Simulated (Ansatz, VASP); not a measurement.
Ru in VASP and in Ansatz

INCAR

```
PREC     = Accurate       # precision mode
ENCUT    = 520            # plane-wave cutoff, eV
EDIFF    = 1E-6           # SCF threshold, eV
ISMEAR   = -1             # smearing method
SIGMA    = 0.1            # smearing width, eV
LREAL    = F              # projectors in reciprocal space
LASPH    = T              # aspherical terms in the spheres
NELM     = 100            # most SCF steps
ALGO     = Normal         # electronic algorithm
ISIF     = 2              # what is computed and relaxed
LWAVE    = F              # write WAVECAR
LCHARG   = F              # write CHGCAR
GGA      = PS             # functional
NBANDS   = 21             # bands
```

KPOINTS

```
Automatic mesh
0
Gamma
  22 22 12
```

Contents of POSCAR:

```
Ru
1.0
    2.6932743844      0.0000000000      0.0000000000
   -1.3466371922      2.3324440363      0.0000000000
    0.0000000000      0.0000000000      4.2432628382
Ru
2
Direct
    0.3333333333      0.6666666667      0.2500000000
    0.6666666667      0.3333333333      0.7500000000
```

Input for Ansatz:

```yaml
crystal:
  lattice:
    - [2.6932743848, 0.0, 0.0]
    - [-1.3466371924, 2.3324440366, 0.0]
    - [0.0, 0.0, 4.2432628399]
  atoms:
    - { symbol: Ru, position: [0.3333333333, 0.6666666667, 0.25] }
    - { symbol: Ru, position: [0.6666666667, 0.3333333333, 0.75] }
hamiltonian:
  xc: pbesol
  pseudopotentials:
    kind: paw
    azcp:
      Ru: "pseudopotentials/Ru.paw.azcp"
basis:
  ecutwfc: 420
  fft_grid_basis: typed
kpoints:
  mp_grid: { grid: [22, 22, 12], shift: [0, 0, 0] }
magnetization:
  spin_polarized: false
scf:
  occupations: { method: fermi_dirac, width: 0.1 }
output:
  stress: true
```

Alike in both runs: task single point; functional PBEsol; k mesh 22 × 22 × 12; occupations fermi-dirac, width 0.1 eV; no spin polarisation.

|  | VASP | Ansatz |
| --- | --- | --- |
| version | VASP 6.6.1 | Ansatz 0.2.0 |
| potentials or method | VASP PAW PBE potentials, release 64 (Ru_pv), cutoff 520 eV | plane waves (420 eV) with PAW, scalar-relativistic |
| valence electrons in the cell | 28 | 32 |

|  | VASP | Ansatz | Ansatz less VASP |
| --- | --- | --- | --- |
| pressure (GPa) | 0.0 | 0.0 | +0.02 |
| traceless stress, the component that is largest in VASP (GPa) | 0.62 | 0.61 | -0.002 |

VASP's potentials were made for PBE, not for PBEsol, and Ansatz warns of the same on its side. VASP's potentials hold 28 valence electrons a cell and Ansatz's 32, so a difference there can come from the potentials and not from the codes.
